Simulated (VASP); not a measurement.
# SiC (P6_3mc) in VASP: further runs

SiC is run at these levels: HSE06; tasks: single point.

Everything below comes from runs of VASP 6.6.1. Logs are shortened: lines on timing, memory, paths and dates and some standing lists are left out, and cuts for length are marked.

### Step 1. The cell of the first run

Symmetry: P6_3mc, No. 186, hexagonal system. The conventional cell has a = 2.983 Å, b = 2.983 Å, c = 5.076 Å, α = 90.00°, β = 90.00°, γ = 120.00°. Si (site symmetry 3m) has 4 C at 1.84 to 1.89 Å within 2.4 Å. Within 2.4 Å of C (site symmetry 3m) lie 4 Si at 1.84 to 1.89 Å.

### Step 2. Single point, HSE06 (epitaxial xy strain -3.0%)

The input, POSCAR:

```
SiC
1.0
    2.9830955520      0.0000000000      0.0000000000
   -1.4915477760      2.5834365300      0.0000000000
    0.0000000000      0.0000000000      5.0762051791
Si C
2 2
Direct
    0.3333333333      0.6666666667      0.0016304307
    0.6666666667      0.3333333333      0.5016304307
    0.3333333333      0.6666666667      0.3733695693
    0.6666666667      0.3333333333      0.8733695693
```

The input, INCAR.step1:

```
SYSTEM = SiC
PREC = Accurate
ENCUT = 520
EDIFF = 1E-5
ISMEAR = 0
SIGMA = 0.01
LREAL = .FALSE.
LASPH = .TRUE.
NELM = 100
ALGO = Normal
ISIF = 2
LWAVE = .TRUE.
NBANDS = 16
GGA = PE
```

The input, INCAR.step2:

```
SYSTEM = SiC
PREC = Accurate
ENCUT = 520
EDIFF = 1E-6
ISMEAR = 0
SIGMA = 0.01
LREAL = .FALSE.
LASPH = .TRUE.
NELM = 100
ALGO = Normal
ISIF = 2
LWAVE = .FALSE.
LCHARG = .TRUE.
GGA = PE
LHFCALC = .TRUE.
HFSCREEN = 0.2079
PRECFOCK = Normal
LELF = .TRUE.
LVHAR = .TRUE.
NBANDS = 16
ISTART = 1
```

The input, KPOINTS:

```
Automatic mesh
0
G
  6 6 4
  0 0 0
```

Potentials or basis: VASP PAW PBE potentials, release 64 (Si, C).

Run with:

```
cat potpaw_PBE.64/Si/POTCAR potpaw_PBE.64/C/POTCAR > POTCAR
cp INCAR.step1 INCAR
mpirun -np 1 vasp_std > vasp.out
cp INCAR.step2 INCAR
mpirun -np 1 vasp_std > vasp.out
```

OUTCAR:

```text
SYSTEM = SiC
   PREC = Accurate
   ENCUT = 520
   EDIFF = 1E-6
   ISMEAR = 0
   LREAL = .FALSE.
   LASPH = .TRUE.
   NELM = 100
   ISIF = 2
   GGA = PE
   LHFCALC = .TRUE.
   HFSCREEN = 0.2079
   PRECFOCK = Normal
   ISTART = 1

 ion  position               nearest neighbor table
   1  0.333  0.667  0.002-   4 1.84   4 1.84   4 1.84   3 1.89   2 3.07   2 3.07   2 3.07   2 3.07
                             2 3.07   2 3.07
   2  0.667  0.333  0.502-   3 1.84   3 1.84   3 1.84   4 1.89   1 3.07   1 3.07   1 3.07   1 3.07
                             1 3.07   1 3.07
   3  0.333  0.667  0.373-   2 1.84   2 1.84   2 1.84   1 1.89
   4  0.667  0.333  0.873-   1 1.84   1 1.84   1 1.84   2 1.89

  LATTYP: Found a hexagonal cell.
 ALAT       =     2.9830955520
 C/A-ratio  =     1.7016569167

  Lattice vectors:

 A1 = (   2.9830955520,   0.0000000000,   0.0000000000)
 A2 = (  -1.4915477760,   2.5834365300,   0.0000000000)
 A3 = (   0.0000000000,   0.0000000000,   5.0762051791)

Analysis of symmetry for initial positions (statically):
=====================================================================
 Subroutine PRICEL returns:
 Original cell was already a primitive cell.

 Routine SETGRP: Setting up the symmetry group for a
 hexagonal supercell.

 Subroutine GETGRP returns: Found 12 space group operations
 (whereof  6 operations were pure point group operations)
 out of a pool of 24 trial point group operations.

The static configuration has the point symmetry C_3v.
 The point group associated with its full space group is C_6v.

Analysis of symmetry for dynamics (positions and initial velocities):
=====================================================================
 Subroutine PRICEL returns:
 Original cell was already a primitive cell.

 Routine SETGRP: Setting up the symmetry group for a
 hexagonal supercell.

 Subroutine GETGRP returns: Found 12 space group operations
 (whereof  6 operations were pure point group operations)
 out of a pool of 24 trial point group operations.

The dynamic configuration has the point symmetry C_3v.
 The point group associated with its full space group is C_6v.

 Subroutine INISYM returns: Found 12 space group operations
 (whereof  6 operations are pure point group operations),
 and found     1 'primitive' translations

[... 103 lines left out ...]
   TEBEG  =    0.0;   TEEND  =   0.0 temperature during run
   PSTRESS=    0.0 pullay stress
   NELECT =      16.0000    total number of electrons
   NUPDOWN=      -1.0000    fix difference up-down
   EMIN   =  10.00;   EMAX   =-10.00  energy-range for DOS
   EFERMI =   0.00;   METHOD = LEGACY
   ISMEAR =     0;   SIGMA  =   0.01  broadening in eV -4-tet -1-fermi 0-gaus
   EFERMI_NEDOS =   21; number of points for ismear=-14 and -15
   IALGO  =     38    algorithm
   IMIX   =      1    mixing-type and parameters
     AMIX     =   0.40;   BMIX     =  1.00
     AMIX_MAG =   1.60;   BMIX_MAG =  1.00
  volume/ion in A,a.u.               =       9.78        66.00
  Fermi-wavevector in a.u.,A,eV,Ry     =   1.215197  2.296390 20.091783  1.476704
  Thomas-Fermi vector in A             =   2.350592
   LORBIT       =      0    0 simple, 1 ext, 2 COOP (PROOUT), +10 PAW based schemes
   GGA     = PE    functional components
   LHFCALC =     T    Hartree Fock is set to
   PRECFOCK=normal    Normal, Fast or Accurate (Low or Medium for compatibility)
   ENCUT4O =  -1.0   cutoff for four orbital integrals eV
   NKREDX  =     1    reduce k-point grid by
   NKREDY  =     1    reduce k-point grid by
   NKREDZ  =     1    reduce k-point grid by
   AEXX    =    0.2500 exact exchange contribution
   HFSCREEN=    0.2079 screening length (either q_TF or 0.3 A-1)
   HFSCREENC=   0.2079 screening length for correlation (either q_TF or 0.3 A-1)
   ENCUTFOCK=  -1.0 apply spherical cutoff to Coloumb kernel
   IVDW    =     0    specifies the selected vdW correction
   LEPSILON=     F    determine dielectric tensor
   LRPA    =     F    only Hartree local field effects (RPA)
 non-spin polarized calculation
 Gauss-broadening in eV      SIGMA  =   0.01
  energy-cutoff  :      520.00
  volume of cell :       39.12
 maximum number of plane-waves:      1074
 NGX is ok and might be reduce to    24
  NGX = 18; NGY = 18; NGZ = 30

 number of electron      16.0000000 magnetization

 Free energy of the ion-electron system (eV)
  ---------------------------------------------------
  ext. energy  EPLUGINS =         0.00000000
  ---------------------------------------------------
  free energy    TOTEN  =       -34.69188826 eV

  energy without entropy =      -34.69188826  energy(sigma->0) =      -34.69188826

 E-fermi :   8.4560     XC(G=0):  -9.5418

 val. band max:        8.4134331118   @ k =   0.0000   0.0000   0.0000
 cond. band min:      11.1744182077   @ k =   0.3333   0.3333   0.0000
 fundamental gap:      2.7609850959
 Fermi energy:         8.4560336373

 k-point     1 :       0.0000    0.0000    0.0000
  band No.  band energies     occupation
      1      -9.3537      2.00000
      2      -5.5712      2.00000
      3      -1.7134      2.00000
      4       7.1010      2.00000
      5       7.1010      2.00000
      6       7.8817      2.00000
[... 376 lines left out ...]
      3      -0.2647      2.00000
      4      -0.2647      2.00000
      5       1.8375      2.00000
      6       1.8375      2.00000
[... 8 lines left out ...]
     15      21.8939      0.00000
     16      21.8939      0.00000

------------------------ aborting loop because EDIFF is reached ----------------------------------------

  FORCE on cell =-STRESS in cart. coord.  units (eV):
  Direction    XX          YY          ZZ          XY          YZ          ZX
  --------------------------------------------------------------------------------------
  -------------------------------------------------------------------------------------
  Total        4.8628208      4.8628208     -0.4400466      0.0000000      0.0000000      0.0000000
  in kB      199.1566069    199.1566069    -18.0220872      0.0000000      0.0000000      0.0000000
  external PRESSURE =     126.7637089 kB  Pullay stress =       0.0000000 kB

 VOLUME and BASIS-vectors are now :
 -----------------------------------------------------------------------------
  energy-cutoff  :      520.00
  volume of cell :       39.12
      direct lattice vectors                 reciprocal lattice vectors
     2.983095552  0.000000000  0.000000000     0.335222249  0.193540656  0.000000000
    -1.491547776  2.583436530  0.000000000     0.000000000  0.387081311  0.000000000
     0.000000000  0.000000000  5.076205179     0.000000000  0.000000000  0.196997553

 POSITION                                       TOTAL-FORCE (eV/Angst)
 -----------------------------------------------------------------------------------
     -0.00000      1.72229      0.00828        -0.000000     -0.000000     -0.006682
      1.49155      0.86115      2.54638         0.000000      0.000000     -0.006682
     -0.00000      1.72229      1.89530         0.000000      0.000000      0.006682
      1.49155      0.86115      4.43340        -0.000000      0.000000      0.006682
 -----------------------------------------------------------------------------------
    total drift:                                0.000000     -0.000000      0.000190

  FREE ENERGIE OF THE ION-ELECTRON SYSTEM (eV)
  ---------------------------------------------------
  free  energy   TOTEN  =       -34.6918882579 eV

  energy  without entropy=      -34.6918882579  energy(sigma->0) =      -34.69188826
```

OUTCAR.step1:

```text
SYSTEM = SiC
   PREC = Accurate
   ENCUT = 520
   EDIFF = 1E-5
   ISMEAR = 0
   LREAL = .FALSE.
   LASPH = .TRUE.
   NELM = 100
[... 626 lines left out ...]
      1.49155      0.86115      2.54638         0.000000     -0.000000      0.038484
     -0.00000      1.72229      1.89530         0.000000      0.000000     -0.038484
      1.49155      0.86115      4.43340        -0.000000     -0.000000     -0.038484
 -----------------------------------------------------------------------------------
    total drift:                                0.000000      0.000000      0.000997

  FREE ENERGIE OF THE ION-ELECTRON SYSTEM (eV)
  ---------------------------------------------------
  free  energy   TOTEN  =       -29.8894318824 eV

  energy  without entropy=      -29.8894318824  energy(sigma->0) =      -29.88943188
```

It took 26 min on 1 thread of Intel Xeon Platinum 8259CL at 2.50GHz (Skylake/Cascade Lake), shared host; peak memory 0.26 GiB.

Results:

```
Free energy            : -34.6919 eV
Pressure               : 12.7 GPa
Largest force          : 0.007 eV/Å
Band gap on the k mesh : 2.76 eV (least direct gap 5.49 eV)
```

Forces on the atoms (eV/Å):
```
Si   0.000  0.000 -0.007
Si   0.000  0.000 -0.007
C    0.000  0.000  0.007
C    0.000  0.000  0.007
```

Caveat: the cell differs from its parent crystal (epitaxial xy strain -3.0%); the cell stands under pressure; the PAW data sets were made with another functional, which shifts forces and pressure a little.

### Step 3. Single point, HSE06 (epitaxial xy strain +3.0%)

The input, POSCAR:

```
SiC
1.0
    3.1676169264      0.0000000000      0.0000000000
   -1.5838084632      2.7432367277      0.0000000000
    0.0000000000      0.0000000000      5.0245763781
Si C
2 2
Direct
    0.3333333333      0.6666666667     -0.0018225129
    0.6666666667      0.3333333333      0.4981774871
    0.3333333333      0.6666666667      0.3768225129
    0.6666666667      0.3333333333      0.8768225129
```

The input, INCAR.step1:

```
PREC = Accurate
ENCUT = 520
EDIFF = 1E-5
ISMEAR = 0
SIGMA = 0.01
LREAL = False
LASPH = True
NELM = 80
ALGO = Normal
ISIF = 2
LWAVE = True
LCHARG = False
GGA = PE
NBANDS = 16
```

The input, INCAR.step2:

```
PREC = Accurate
ENCUT = 520
EDIFF = 1E-6
ISMEAR = 0
SIGMA = 0.01
LREAL = False
LASPH = True
NELM = 80
ALGO = Normal
ISIF = 2
LWAVE = False
LCHARG = False
GGA = PE
LHFCALC = True
HFSCREEN = 0.2079
PRECFOCK = Normal
ISTART = 1
NBANDS = 16
```

The input, KPOINTS:

```
regular mesh
0
Gamma
  6 6 4
```

Potentials or basis: VASP PAW PBE potentials, release 64 (Si, C).

Run with:

```
cat potpaw_PBE.64/Si/POTCAR potpaw_PBE.64/C/POTCAR > POTCAR
cp INCAR.step1 INCAR
mpirun -np 1 vasp_std > vasp.out
cp INCAR.step2 INCAR
mpirun -np 1 vasp_std > vasp.out
```

OUTCAR:

```text
PREC = Accurate
   ENCUT = 520
   EDIFF = 1E-6
   ISMEAR = 0
   LREAL = False
   LASPH = True
   NELM = 80
   ISIF = 2
   GGA = PE
   LHFCALC = True
   HFSCREEN = 0.2079
   PRECFOCK = Normal
   ISTART = 1

 ion  position               nearest neighbor table
   1  0.333  0.667  0.998-   3 1.90   4 1.93   4 1.93   4 1.93   2 3.11   2 3.11   2 3.11   2 3.11
                             2 3.11   2 3.11
[... 608 lines left out ...]
  FORCE on cell =-STRESS in cart. coord.  units (eV):
  Direction    XX          YY          ZZ          XY          YZ          ZX
  --------------------------------------------------------------------------------------
  -------------------------------------------------------------------------------------
  Total       -4.9111370     -4.9111370     -0.5171147      0.0000000      0.0000000      0.0000000
  in kB     -180.2176149   -180.2176149    -18.9758872      0.0000000      0.0000000      0.0000000
  external PRESSURE =    -126.4703723 kB  Pullay stress =       0.0000000 kB

 VOLUME and BASIS-vectors are now :
 -----------------------------------------------------------------------------
  energy-cutoff  :      520.00
  volume of cell :       43.66
      direct lattice vectors                 reciprocal lattice vectors
     3.167616926  0.000000000  0.000000000     0.315694739  0.182266443  0.000000000
    -1.583808463  2.743236728  0.000000000     0.000000000  0.364532886  0.000000000
     0.000000000  0.000000000  5.024576378     0.000000000  0.000000000  0.199021753

 POSITION                                       TOTAL-FORCE (eV/Angst)
 -----------------------------------------------------------------------------------
     -0.00000      1.82882      5.01542         0.000000     -0.000000     -0.035105
      1.58381      0.91441      2.50313        -0.000000      0.000000     -0.035105
     -0.00000      1.82882      1.89337        -0.000000     -0.000000      0.035105
      1.58381      0.91441      4.40566         0.000000      0.000000      0.035105
 -----------------------------------------------------------------------------------
    total drift:                                0.000000      0.000001     -0.000024

  FREE ENERGIE OF THE ION-ELECTRON SYSTEM (eV)
  ---------------------------------------------------
  free  energy   TOTEN  =       -34.6753790454 eV

  energy  without entropy=      -34.6753790454  energy(sigma->0) =      -34.67537905
```

OUTCAR.step1:

```text
PREC = Accurate
   ENCUT = 520
   EDIFF = 1E-5
   ISMEAR = 0
   LREAL = False
[... 627 lines left out ...]
     -0.00000      1.82882      5.01542         0.000000      0.000000     -0.045906
      1.58381      0.91441      2.50313        -0.000000     -0.000000     -0.045906
     -0.00000      1.82882      1.89337         0.000000      0.000000      0.045906
      1.58381      0.91441      4.40566        -0.000000     -0.000000      0.045906
 -----------------------------------------------------------------------------------
    total drift:                                0.000000      0.000000     -0.000316

  FREE ENERGIE OF THE ION-ELECTRON SYSTEM (eV)
  ---------------------------------------------------
  free  energy   TOTEN  =       -30.0117510070 eV

  energy  without entropy=      -30.0117510070  energy(sigma->0) =      -30.01175101
```

OSZICAR.step1:

```text
N       E                     dE             d eps       ncg     rms          rms(c)
DAV:   1     0.216953623229E+02    0.21695E+02   -0.71005E+03   672   0.892E+02
DAV:   2    -0.310280148758E+02   -0.52723E+02   -0.49185E+02   904   0.152E+02
DAV:   3    -0.334494974081E+02   -0.24215E+01   -0.24131E+01   928   0.305E+01
DAV:   4    -0.334684291494E+02   -0.18932E-01   -0.18928E-01   776   0.329E+00
DAV:   5    -0.334686219984E+02   -0.19285E-03   -0.19285E-03   896   0.315E-01    0.117E+01
DAV:   6    -0.300722094104E+02    0.33964E+01   -0.62588E+00   848   0.152E+01    0.520E+00
DAV:   7    -0.300283280932E+02    0.43881E-01   -0.99263E-01   912   0.579E+00    0.238E+00
DAV:   8    -0.300127174817E+02    0.15611E-01   -0.42387E-02   744   0.135E+00    0.588E-01
DAV:   9    -0.300113517048E+02    0.13658E-02   -0.73323E-03   856   0.573E-01    0.128E-01
DAV:  10    -0.300117202069E+02   -0.36850E-03   -0.11410E-03   824   0.193E-01    0.591E-02
DAV:  11    -0.300117500521E+02   -0.29845E-04   -0.11802E-04   752   0.750E-02    0.138E-02
DAV:  12    -0.300117510070E+02   -0.95486E-06   -0.78597E-06   616   0.183E-02
   1 F= -.30011751E+02 E0= -.30011751E+02  d E =-.141441E-37
```

Run time: 24 min. Hardware: 1 thread of AMD EPYC 7R43 (Zen 3), shared host; peak memory 0.23 GiB.

Results:

```
Free energy            : -34.6754 eV
Pressure               : -12.6 GPa
Largest force          : 0.035 eV/Å
Band gap on the k mesh : 3.29 eV (least direct gap 4.62 eV)
```

Forces on the atoms (eV/Å):
```
Si   0.000  0.000 -0.035
Si   0.000  0.000 -0.035
C    0.000  0.000  0.035
C    0.000  0.000  0.035
```

Stress tensor (GPa, compression positive):
```
-18.02   0.00   0.00
  0.00 -18.02   0.00
  0.00   0.00  -1.90
```

Caveat: the cell differs from its parent crystal (epitaxial xy strain +3.0%); the cell stands under tension; the PAW data sets were made with another functional, which shifts forces and pressure a little. A k mesh can miss the band edges.
